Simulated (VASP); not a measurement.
# Nd (Fm-3m) in VASP: further runs

The runs below take Nd through single point, with BLYP, PBE.

Everything below comes from runs of VASP 6.6.1. Logs are shortened: lines on timing, memory, paths and dates and some standing lists are left out, and cuts for length are marked.

### Step 1. The cell of the first run

It takes space group Fm-3m (No. 225, cubic). The conventional cell has a = 5.210 Å, b = 5.210 Å, c = 5.210 Å, α = 90.00°, β = 90.00°, γ = 90.00°. Within 4.8 Å of Nd (site symmetry m-3m) lie 12 Nd at 3.68 Å.

This isn't the form of Nd at room conditions, which is double hcp.

### Step 2. Single point, BLYP, collinear spin, ferromagnetic start

Contents of INCAR:

```
SYSTEM = Nd
AGGAC = 1.0 ; AGGAX = 1.0
ALDAC = 0.0 ; ALDAX = 1.0
ALGO = Normal ; EDIFF = 1E-6
ENCUT = 520 ; GGA = B5
ISIF = 2 ; ISMEAR = -5
ISPIN = 2 ; LASPH = .True.
LCHARG = .False. ; LMAXMIX = 6
LORBIT = 11 ; LREAL = .False.
LWAVE = .False. ; MAGMOM = 3
NBANDS = 17 ; NELM = 150
PREC = Accurate ; SIGMA = 0.05
```

Contents of KPOINTS:

```
k-points
0
Gamma
  9 9 9
  0 0 0
```

Contents of POSCAR:

```
Nd
1.0
    0.0000000000      2.6049204508      2.6049204508
    2.6049204508      0.0000000000      2.6049204508
    2.6049204508      2.6049204508      0.0000000000
Nd
1
Direct
    0.0000000000      0.0000000000      0.0000000000
```

Potentials or basis: VASP PAW PBE potentials, release 64 (Nd).

The run is started by

```sh
cat potpaw_PBE.64/Nd/POTCAR > POTCAR
mpirun -np 1 vasp_std > vasp.out
```

OUTCAR:

```text
SYSTEM = Nd
   EDIFF = 1E-6
   ENCUT = 520
   GGA = B5
   ISIF = 2
   ISMEAR = -5
   ISPIN = 2
   LASPH = .True.
   LORBIT = 11
   LREAL = .False.
   NELM = 150
   PREC = Accurate

 ion  position               nearest neighbor table
   1  0.000  0.000  0.000-

  LATTYP: Found a face centered cubic cell.
 ALAT       =     5.2098409016

  Lattice vectors:

 A1 = (   0.0000000000,   2.6049204508,   2.6049204508)
 A2 = (   2.6049204508,   0.0000000000,   2.6049204508)
 A3 = (   2.6049204508,   2.6049204508,   0.0000000000)

Analysis of symmetry for initial positions (statically):
=====================================================================
 Subroutine PRICEL returns:
 Original cell was already a primitive cell.

 Routine SETGRP: Setting up the symmetry group for a
 face centered cubic supercell.

 Subroutine GETGRP returns: Found 48 space group operations
 (whereof 48 operations were pure point group operations)
 out of a pool of 48 trial point group operations.

The static configuration has the point symmetry O_h .

Analysis of symmetry for dynamics (positions and initial velocities):
=====================================================================
 Subroutine PRICEL returns:
 Original cell was already a primitive cell.

 Routine SETGRP: Setting up the symmetry group for a
 face centered cubic supercell.

 Subroutine GETGRP returns: Found 48 space group operations
 (whereof 48 operations were pure point group operations)
 out of a pool of 48 trial point group operations.

The dynamic configuration has the point symmetry O_h .

Analysis of structural, dynamic, and magnetic symmetry:
=====================================================================
 Subroutine PRICEL returns:
 Original cell was already a primitive cell.

 Routine SETGRP: Setting up the symmetry group for a
 face centered cubic supercell.

 Subroutine GETGRP returns: Found 48 space group operations
 (whereof 48 operations were pure point group operations)
 out of a pool of 48 trial point group operations.

The overall configuration has the point symmetry O_h .

 Subroutine INISYM returns: Found 48 space group operations
 (whereof 48 operations are pure point group operations),
 and found     1 'primitive' translations

----------------------------------------------------------------------------------------

                                     Primitive cell

  volume of cell :      35.3520

  direct lattice vectors                    reciprocal lattice vectors
     0.000000000  2.604920451  2.604920451    -0.191944441  0.191944441  0.191944441
     2.604920451  0.000000000  2.604920451     0.191944441 -0.191944441  0.191944441
     2.604920451  2.604920451  0.000000000     0.191944441  0.191944441 -0.191944441

  length of vectors
     3.683913830  3.683913830  3.683913830     0.332457524  0.332457524  0.332457524

  position of ions in fractional coordinates (direct lattice)
     0.000000000  0.000000000  0.000000000

  ion indices of the primitive-cell ions
   primitive index   ion index
                 1           1

----------------------------------------------------------------------------------------

 KPOINTS: k-points

Automatic generation of k-mesh.
 Grid dimensions read from file:
 generate k-points for:    9    9    9

 Generating k-lattice:

  Cartesian coordinates                     Fractional coordinates (reciprocal lattice)
    -0.021327160  0.021327160  0.021327160     0.111111111  0.000000000  0.000000000
     0.021327160 -0.021327160  0.021327160     0.000000000  0.111111111  0.000000000
     0.021327160  0.021327160 -0.021327160     0.000000000  0.000000000  0.111111111

  Length of vectors
     0.036939725  0.036939725  0.036939725

  Shift w.r.t. Gamma in fractional coordinates (k-lattice)
     0.000000000  0.000000000  0.000000000

 TETIRR: Found    115 inequivalent tetrahedra from     4374

 Subroutine IBZKPT returns following result:
 ===========================================

 Found     35 irreducible k-points:

 Following reciprocal coordinates:
            Coordinates               Weight
  0.000000  0.000000  0.000000      1.000000
  0.111111  0.000000  0.000000      8.000000
  0.222222  0.000000  0.000000      8.000000
  0.333333  0.000000  0.000000      8.000000
  0.444444  0.000000  0.000000      8.000000
  0.111111  0.111111  0.000000      6.000000
[... 16 lines left out ...]
 -0.333333  0.333333  0.000000     12.000000
  0.444444  0.444444  0.000000      6.000000
 [... further k-points ...]
   k-points           NKPTS =     35   k-points in BZ     NKDIM =     35   number of bands    NBANDS=     17
   number of dos      NEDOS =    301   number of ions     NIONS =      1
   total plane-waves  NPLWV =  21952
   dimension x,y,z NGX =    28 NGY =   28 NGZ =   28
   dimension x,y,z NGXF=    56 NGYF=   56 NGZF=   56
   ions per type =               1
   NGX,Y,Z   is equivalent  to a cutoff of  12.64, 12.64, 12.64 a.u.
[... 67 lines left out ...]

 k-point     1 :       0.0000    0.0000    0.0000
  band No.  band energies     occupation
      1     -32.3257      1.00000
      2     -13.1167      1.00000
      3     -13.1167      1.00000
      4     -13.1167      1.00000
      5       1.2215      1.00000
      6       4.4936      1.00000
[... 9 lines left out ...]
     16       8.9034      0.00000
     17       8.9035      0.00000

 k-point     2 :       0.1111    0.0000    0.0000
  band No.  band energies     occupation
      1     -32.3113      1.00000
      2     -13.2532      1.00000
      3     -13.1333      1.00000
      4     -13.1333      1.00000
      5       1.5685      1.00000
      6       4.4421      1.00000
[... 9 lines left out ...]
     16       8.7710      0.00000
     17       8.7710      0.00000

 k-point     3 :       0.2222    0.0000    0.0000
  band No.  band energies     occupation
      1     -32.2747      1.00000
      2     -13.5827      1.00000
      3     -13.1748      1.00000
      4     -13.1748      1.00000
      5       2.3967      1.00000
      6       4.3469      1.00000
[... 392 lines left out ...]
 k-point    23 :      -0.3333    0.3333    0.0000
  band No.  band energies     occupation
      1     -32.1701      1.00000
      2     -13.8415      1.00000
      3     -13.8319      1.00000
      4     -13.3653      1.00000
      5       4.0230      1.00000
      6       4.2367      1.00000
[... 9 lines left out ...]
     16       9.8578      0.00000
     17      11.5665      0.00000

 k-point    24 :       0.4444    0.4444    0.0000
  band No.  band energies     occupation
      1     -32.1651      1.00000
      2     -14.0838      1.00000
      3     -13.4856      1.00000
      4     -13.4856      1.00000
      5       3.1950      1.00000
      6       3.7920      1.00000
[... 9 lines left out ...]
     16      10.8496      0.00000
     17      10.8496      0.00000

 [... further k-points ...]

 spin component 2

 k-point     1 :       0.0000    0.0000    0.0000
  band No.  band energies     occupation
      1     -30.8171      1.00000
      2     -11.9151      1.00000
      3     -11.9151      1.00000
      4     -11.9151      1.00000
      5       1.7552      1.00000
      6       6.4647      0.00000
[... 9 lines left out ...]
     16       9.5423      0.00000
     17       9.5423      0.00000

 k-point     2 :       0.1111    0.0000    0.0000
  band No.  band energies     occupation
      1     -30.8012      1.00000
      2     -12.0650      1.00000
      3     -11.9327      1.00000
      4     -11.9327      1.00000
      5       2.1120      1.00000
      6       6.2684      0.00000
[... 9 lines left out ...]
     16       9.4288      0.00000
     17       9.4288      0.00000

 k-point     3 :       0.2222    0.0000    0.0000
  band No.  band energies     occupation
      1     -30.7606      1.00000
      2     -12.4252      1.00000
      3     -11.9769      1.00000
      4     -11.9769      1.00000
      5       2.9640      1.00000
      6       6.0096      0.00000
[... 392 lines left out ...]
 k-point    23 :      -0.3333    0.3333    0.0000
  band No.  band energies     occupation
      1     -30.6444      1.00000
      2     -12.7042      1.00000
      3     -12.6900      1.00000
      4     -12.1822      1.00000
      5       4.6762      1.05804
      6       5.6150      0.00000
[... 9 lines left out ...]
     16      10.7780      0.00000
     17      12.4061      0.00000

 k-point    24 :       0.4444    0.4444    0.0000
  band No.  band energies     occupation
      1     -30.6389      1.00000
      2     -12.9616      1.00000
      3     -12.3138      1.00000
      4     -12.3138      1.00000
      5       3.5919      1.00000
      6       4.4538      1.00000
[... 9 lines left out ...]
     16      11.7300      0.00000
     17      11.7300      0.00000

 [... further k-points ...]

------------------------ aborting loop because EDIFF is reached ----------------------------------------

  FORCE on cell =-STRESS in cart. coord.  units (eV):
  Direction    XX          YY          ZZ          XY          YZ          ZX
  --------------------------------------------------------------------------------------
  -------------------------------------------------------------------------------------
  Total        0.1883549      0.1883549      0.1883549     -0.0000000      0.0000000     -0.0000000
  in kB        8.5363889      8.5363889      8.5363889     -0.0000000      0.0000000     -0.0000000
  external PRESSURE =       8.5363889 kB  Pullay stress =       0.0000000 kB

 VOLUME and BASIS-vectors are now :
 -----------------------------------------------------------------------------
  energy-cutoff  :      520.00
  volume of cell :       35.35
      direct lattice vectors                 reciprocal lattice vectors
     0.000000000  2.604920451  2.604920451    -0.191944441  0.191944441  0.191944441
     2.604920451  0.000000000  2.604920451     0.191944441 -0.191944441  0.191944441
     2.604920451  2.604920451  0.000000000     0.191944441  0.191944441 -0.191944441

 POSITION                                       TOTAL-FORCE (eV/Angst)
 -----------------------------------------------------------------------------------
      0.00000      0.00000      0.00000         0.000000     -0.000000      0.000000
 -----------------------------------------------------------------------------------
    total drift:                               -0.000000      0.000000     -0.000000

  FREE ENERGIE OF THE ION-ELECTRON SYSTEM (eV)
  ---------------------------------------------------
  free  energy   TOTEN  =        -5.6110341120 eV

  energy  without entropy=       -5.6110341120  energy(sigma->0) =       -5.61103411

 total charge

# of ion       s       p       d       f       tot
--------------------------------------------------
    1        2.031   5.360   0.569   3.271  11.231

 magnetization (x)

# of ion       s       p       d       f       tot
--------------------------------------------------
    1       -0.007  -0.099   0.164   3.237   3.295
```

Run time: 2.7 min. Hardware: 1 thread of AMD EPYC 7R13, shared host; peak memory 0.17 GiB.

Results:

| Quantity | Value |
| --- | --- |
| Free energy | -5.6110 eV |
| Pressure | 0.9 GPa |
| Net moment | 3.87 μB per cell |
| Site moments | Nd +3.29 μB |
| Valence electrons inside the program's atomic spheres | Nd 11.23 |

Caveat: the magnetic or orbital state may not be the lowest; the PAW data sets were made with another functional, which shifts forces and pressure a little; spin-orbit coupling is left out, which moves the levels of the heavy elements; semilocal functionals describe open f shells poorly, which spoils levels, moments and volumes; tetrahedron occupations give inexact forces and stress in metals. The state reached can hang on the start; a lower one may exist.

### Step 3. Single point, PBE, collinear spin, ferromagnetic start

Contents of INCAR:

```
SYSTEM = Nd
PREC = Accurate
ENCUT = 520
EDIFF = 1E-6
ISMEAR = 1
SIGMA = 0.05
LREAL = .False.
LASPH = .True.
NELM = 150
ALGO = Fast
ISIF = 2
LWAVE = .False.
LCHARG = .True.
ISPIN = 2
MAGMOM = 3
LORBIT = 11
LMAXMIX = 6
GGA = PE
LELF = .True.
LVHAR = .True.
NBANDS = 17
```

Contents of KPOINTS:

```
regular mesh
0
Gamma
  8 8 8
  0 0 0
```

POSCAR is that of step 2.

Potentials or basis: VASP PAW PBE potentials, release 64 (Nd).

The run is started by

```sh
cat potpaw_PBE.64/Nd/POTCAR > POTCAR
mpirun -np 1 vasp_std > vasp.out
```

Wall time 3.6 min (1 thread of Intel Xeon Platinum 8375C at 2.90GHz (Ice Lake), shared host); peak memory 0.2 GiB.

The run converged. Its results:

| Quantity | Value |
| --- | --- |
| Free energy | -6.4832 eV |
| Pressure | -0.4 GPa |
| Net moment | 4.29 μB per cell |
| Site moments | Nd +3.42 μB |
| Valence electrons inside the program's atomic spheres | Nd 11.21 |

Levels at points of the mesh, in eV from the Fermi level:
Spin up:
| k point | band 6 | band 7 | band 8 | band 9 | band 10 | band 11 | band 12 | band 13 |
| --- | --- | --- | --- | --- | --- | --- | --- | --- |
| (0.00, 0.00, 0.00) | -0.26 | -0.26 | -0.26 | 0.18 | 0.18 | 0.18 | 0.19 | 1.50 |
| (0.50, 0.00, 0.00) | -0.53 | -0.53 | -0.25 | -0.02 | 0.42 | 0.42 | 0.56 | 1.36 |
| (0.50, 0.50, 0.00) | -1.43 | -0.53 | -0.50 | -0.50 | 0.25 | 0.39 | 0.39 | 0.75 |
Spin down:
```csv
k point,band 2,band 3,band 4,band 5,band 6,band 7,band 8,band 9
"(0.00, 0.00, 0.00)",-16.72,-16.72,-16.72,-3.09,1.70,1.91,1.91,1.91
"(0.50, 0.00, 0.00)",-17.86,-16.86,-16.86,-0.94,1.58,2.04,2.18,2.18
"(0.50, 0.50, 0.00)",-17.78,-17.12,-17.12,-1.32,-0.26,1.99,2.17,2.17
```

Caveat: the magnetic or orbital state may not be the lowest; spin-orbit coupling is left out, which moves the levels of the heavy elements; semilocal functionals describe open f shells poorly, which spoils levels, moments and volumes.

### Step 4. Single point, PBE, collinear spin, ferromagnetic start

Contents of INCAR:

```
PREC = Accurate
ENCUT = 520
EDIFF = 1E-7
ISMEAR = 1
SIGMA = 0.05
LREAL = F
LASPH = T
NELM = 150
ALGO = Normal
ISIF = 2
LWAVE = F
LCHARG = F
ISPIN = 2
MAGMOM = 3
LORBIT = 11
LMAXMIX = 6
GGA = PE
NBANDS = 17
```

Contents of KPOINTS:

```
regular mesh
0
Gamma
  10 10 10
```

POSCAR is that of step 3.

The run is started by

```sh
cat potpaw_PBE.64/Nd/POTCAR > POTCAR
mpirun -np 1 vasp_std > vasp.out
```

It took 2.1 min on 1 thread of Intel Xeon Platinum 8375C at 2.90GHz (Ice Lake), shared host; peak memory 0.2 GiB.

It converged, with:

* Free energy: -6.4939 eV
* Pressure: -0.7 GPa
* Net moment: 4.10 μB per cell
* Site moments: Nd +3.35 μB
* Valence electrons inside the program's atomic spheres: Nd 11.20

Levels at points of the mesh, in eV from the Fermi level:
Spin up:
```
           k point  band 7  band 8  band 9  band 10  band 11  band 12
(0.00, 0.00, 0.00)   -0.27   -0.27    0.19     0.19     0.19     0.22
(0.50, 0.00, 0.00)   -0.54   -0.26    0.00     0.42     0.42     0.58
(0.50, 0.50, 0.00)   -0.53   -0.51   -0.51     0.26     0.39     0.39
```
Spin down:
```tsv
k point	band 3	band 4	band 5	band 6	band 7	band 8
(0.00, 0.00, 0.00)	-16.72	-16.72	-3.11	1.67	1.88	1.88
(0.50, 0.00, 0.00)	-16.86	-16.86	-0.97	1.56	2.01	2.15
(0.50, 0.50, 0.00)	-17.12	-17.12	-1.32	-0.29	1.95	2.14
```

Caveat: the magnetic or orbital state may not be the lowest; spin-orbit coupling is left out, which moves the levels of the heavy elements; semilocal functionals describe open f shells poorly, which spoils levels, moments and volumes. The state reached can hang on the start; a lower one may exist.

### Step 5. Single point, PBE, collinear spin, ferromagnetic start

Contents of INCAR:

```
  ALGO = Normal
  EDIFF = 1E-6
  ENCUT = 520
  GGA = PE
  ISIF = 2
  ISMEAR = 1
  ISPIN = 2
  LASPH = T
  LCHARG = F
  LMAXMIX = 6
  LORBIT = 11
  LREAL = F
  LWAVE = F
  MAGMOM = 3
  NBANDS = 17
  NELM = 150
  PREC = Accurate
  SIGMA = 0.05
```

Contents of KPOINTS:

```
k-points
0
Gamma
  12 12 12
```

POSCAR is that of step 4.

The run is started by

```sh
cat potpaw_PBE.64/Nd/POTCAR > POTCAR
mpirun -np 1 vasp_std > vasp.out
```

Wall time 3.6 min (1 thread of Intel Xeon Platinum 8375C at 2.90GHz (Ice Lake), shared host); peak memory 0.23 GiB.

The run converged. Its results:

- Free energy: -6.4884 eV
- Pressure: -0.5 GPa
- Net moment: 4.13 μB per cell
- Site moments: Nd +3.37 μB
- Valence electrons inside the program's atomic spheres: Nd 11.20

Levels at points of the mesh, in eV from the Fermi level:
Spin up:
```
           k point  band 7  band 8  band 9  band 10  band 11  band 12
(0.00, 0.00, 0.00)   -0.27   -0.27    0.18     0.18     0.18     0.21
(0.50, 0.00, 0.00)   -0.54   -0.26   -0.02     0.42     0.42     0.57
(0.50, 0.50, 0.00)   -0.54   -0.51   -0.51     0.25     0.39     0.39
```
Spin down:
| k point | band 2 | band 3 | band 4 | band 5 | band 6 | band 7 | band 8 | band 9 |
| --- | --- | --- | --- | --- | --- | --- | --- | --- |
| (0.00, 0.00, 0.00) | -16.73 | -16.73 | -16.73 | -3.13 | 1.65 | 1.89 | 1.89 | 1.89 |
| (0.50, 0.00, 0.00) | -17.87 | -16.88 | -16.88 | -0.99 | 1.56 | 2.00 | 2.16 | 2.16 |
| (0.50, 0.50, 0.00) | -17.79 | -17.14 | -17.14 | -1.33 | -0.31 | 1.96 | 2.14 | 2.14 |

Caveat: the magnetic or orbital state may not be the lowest; spin-orbit coupling is left out, which moves the levels of the heavy elements; semilocal functionals describe open f shells poorly, which spoils levels, moments and volumes. The state reached can hang on the start; a lower one may exist.

### Step 6. Single point, PBE, collinear spin, ferromagnetic start

Contents of INCAR:

```
SYSTEM = Nd
  PREC = Accurate
  ENCUT = 520
  EDIFF = 1E-6
  ISMEAR = 1
  SIGMA = 0.05
  LREAL = .False.
  LASPH = .True.
  NELM = 150
  ALGO = Fast
  ISIF = 2
  LWAVE = .False.
  LCHARG = .False.
  ISPIN = 2
  MAGMOM = 3
  LORBIT = 11
  LMAXMIX = 6
  GGA = PE
  NBANDS = 17
```

Contents of KPOINTS:

```
regular mesh
0
Gamma
  14 14 14
  0 0 0
```

POSCAR is that of step 5.

Potentials or basis: VASP PAW PBE potentials, release 64 (Nd).

The run is started by

```sh
cat potpaw_PBE.64/Nd/POTCAR > POTCAR
mpirun -np 1 vasp_std > vasp.out
```

Wall time 14 min (1 thread of Intel Xeon Platinum 8375C at 2.90GHz (Ice Lake), shared host); peak memory 0.27 GiB.

Results (log left out):

| Property | Result |
| --- | --- |
| Free energy | -6.4926 eV |
| Pressure | -0.6 GPa |
| Net moment | 4.18 μB per cell |
| Site moments | Nd +3.38 μB |
| Valence electrons inside the program's atomic spheres | Nd 11.20 |

Levels at points of the mesh, in eV from the Fermi level:
Spin up:
```tsv
k point	band 6	band 7	band 8	band 9	band 10	band 11	band 12	band 13
(0.00, 0.00, 0.00)	-0.27	-0.27	-0.26	0.18	0.18	0.18	0.21	1.56
(0.50, 0.00, 0.00)	-0.54	-0.54	-0.26	-0.01	0.42	0.42	0.57	1.41
(0.50, 0.50, 0.00)	-1.36	-0.53	-0.50	-0.50	0.26	0.39	0.39	0.76
```
Spin down:
```tsv
k point	band 2	band 3	band 4	band 5	band 6	band 7	band 8	band 9
(0.00, 0.00, 0.00)	-16.72	-16.72	-16.72	-3.11	1.68	1.90	1.90	1.90
(0.50, 0.00, 0.00)	-17.86	-16.86	-16.86	-0.96	1.57	2.02	2.16	2.16
(0.50, 0.50, 0.00)	-17.78	-17.12	-17.12	-1.31	-0.28	1.96	2.15	2.15
```

Caveat: the magnetic or orbital state may not be the lowest; spin-orbit coupling is left out, which moves the levels of the heavy elements; semilocal functionals describe open f shells poorly, which spoils levels, moments and volumes.

### Step 7. Summary

```csv
level,k mesh,smearing,gap on the mesh (eV),pressure (GPa),moment (μB)
BLYP,9 × 9 × 9,tetrahedron,none,0.9,3.87
PBE,8 × 8 × 8,methfessel-paxton 0.05 eV,none,-0.4,4.29
PBE,10 × 10 × 10,methfessel-paxton 0.05 eV,none,-0.7,4.10
PBE,12 × 12 × 12,methfessel-paxton 0.05 eV,none,-0.5,4.13
PBE,14 × 14 × 14,methfessel-paxton 0.05 eV,none,-0.6,4.18
```

Alike in all rows: task single point; potentials or basis VASP PAW PBE potentials, release 64 (Nd); spin collinear, ferromagnetic start; cell as given; cutoff (eV) 520.

The pressure there spans -0.7 GPa (PBE) to 0.9 GPa (BLYP); a positive pressure means that this level wants a larger cell, a negative one a smaller.

Caveats: the magnetic or orbital state may not be the lowest; spin-orbit coupling is left out, which moves the levels of the heavy elements; semilocal functionals describe open f shells poorly, which spoils levels, moments and volumes; the PAW data sets were made with another functional, which shifts forces and pressure a little (at least some runs); tetrahedron occupations give inexact forces and stress in metals (at least some runs).

Absolute energies hang on the potentials; compare differences alone.
